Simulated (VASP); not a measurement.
Input of a VASP 6.6.1 run:

The input INCAR:

```
PREC = Accurate ; ENCUT = 520
EDIFF = 1E-7 ; ISMEAR = 0
SIGMA = 0.1 ; LREAL = False
LASPH = True ; NELM = 100
ALGO = Normal ; ISIF = 2
LWAVE = False ; LCHARG = False
GGA = PE ; NBANDS = 25
```

KPOINTS

```
regular mesh
0
Gamma
  6 6 4
```

POSCAR

```
TiSiTe3
1.0
    5.2431888345     -0.0000000028      0.0000000000
   -2.6215944148      4.5407347289      0.0000000000
    0.0000000000      0.0000000000      6.0680905548
Ti Si Te
1 1 3
Direct
    0.3333333333      0.6666666667      0.5000000000
    0.6666666667      0.3333333333      0.0000000000
    0.0000000000      0.0000000000      0.0000000000
    0.6666666667      0.3333333333      0.5000000000
    0.0000000000      0.0000000000      0.5000000000
```

Potentials or basis: VASP PAW PBE potentials, release 64 (Ti_sv, Si, Te).

Run with:

```console
$ cat potpaw_PBE.64/Ti_sv/POTCAR potpaw_PBE.64/Si/POTCAR potpaw_PBE.64/Te/POTCAR > POTCAR
$ mpirun -np 1 vasp_std > vasp.out
```

Q: Estimate the band gap on the k mesh.

A: Zero (bands 17 and 18 overlap by 0.74 eV).

Q: Estimate the pressure.

A: -0.1 GPa.

Stress tensor (GPa, compression positive):
```
-0.14  0.00  0.00
 0.00 -0.14  0.00
 0.00  0.00  0.06
```

Caveat: spin-orbit coupling is left out, which moves the levels of the heavy elements.
